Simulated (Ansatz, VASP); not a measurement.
# WS2: VASP beside Ansatz

```
CELL_PARAMETERS angstrom
3.22541 0.00000 0.00000
-1.61270 2.79329 0.00000
0.00000 0.00000 17.17364
ATOMIC_POSITIONS crystal
W 0.00000 0.00000 0.00000
S 0.33333 0.66667 0.09200
S 0.33333 0.66667 0.90800
```

Change from the starting cell: volume scaled by 1.04.

Alike in both runs: task single point; functional LDA; k mesh 10 × 10 × 2; occupations fermi-dirac, width 0.05 eV; no spin polarisation.

```csv
,VASP,Ansatz
version,VASP 6.6.1,Ansatz 0.2.0
potentials or method,"VASP PAW LDA potentials, release 64 (W_sv, S), cutoff 520 eV","all-electron LAPW, scalar-relativistic"
```

VASP gave:

- gap on the k mesh at the Fermi level (eV): 1.88
- least direct gap on the mesh (eV): 2.03
- rms of the force components (eV/Å): 0.474

Question: Estimate Ansatz's values.

Answer: gap on the k mesh at the Fermi level (eV): 1.87; least direct gap on the mesh (eV): 2.03; rms of the force components (eV/Å): 0.493.

LDA's correlation is that of Perdew and Zunger in VASP and of Perdew and Wang (1992) in Ansatz. Atom by atom the forces differ by 0.018 eV/Å (rms over components). Ansatz ran all-electron here, and VASP with PAW potentials.

Neither program's run includes spin-orbit coupling.
